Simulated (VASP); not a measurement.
Write the native input for VASP 6.6.1 that does the following.

```yaml
Task: single point
Functional: PBE
Potentials_or_basis: VASP PAW PBE potentials, release 64 (W_sv)
Cutoff: 520 eV
k_mesh: 14 × 14 × 14
Occupations: fermi-dirac, width 0.05 eV
Spin: non-collinear spin, zero start, spin-orbit coupling
Starting_moments: "[[0.0, 0.0, 0.0]] μB"
Dipole_correction: no
Further_INCAR_settings: ALGO = Normal; EDIFF = 1e-06; NBANDS = 25
```

The structure of W lies in POSCAR:

```
W
1.0
    0.0000000000      2.0300000000      2.0300000000
    2.0300000000      0.0000000000      2.0300000000
    2.0300000000      2.0300000000      0.0000000000
W
1
Direct
    0.0000000000      0.0000000000      0.0000000000
```

One way to write it, as run:

INCAR

```
SYSTEM = W
ALGO = Normal ; EDIFF = 1E-6
ENCUT = 520 ; GGA = PE
GGA_COMPAT = .FALSE. ; ISIF = 2
ISMEAR = -1 ; LASPH = .TRUE.
LCHARG = .FALSE. ; LMAXMIX = 4
LORBIT = 11 ; LORBMOM = .TRUE.
LREAL = .FALSE. ; LSORBIT = .TRUE.
LWAVE = .FALSE. ; MAGMOM = 0 0 0
NBANDS = 25 ; NELM = 150
PREC = Accurate ; SIGMA = 0.05
```

KPOINTS

```
k-points
0
G
  14 14 14
  0 0 0
```

Potentials or basis: VASP PAW PBE potentials, release 64 (W_sv).

Launch:

```sh
$ cat potpaw_PBE.64/W_sv/POTCAR > POTCAR
$ mpirun -np 1 vasp_ncl > vasp.out
```

Results of the run:

The pressure is -3.1 GPa. The net moment is 0.00 μB per cell and the valence electrons inside the program's atomic spheres are W 12.00.

It used 44 s of CPU time on 1 thread of Intel(R) Xeon(R) Platinum 8488C (Sapphire Rapids), with other jobs on the host.
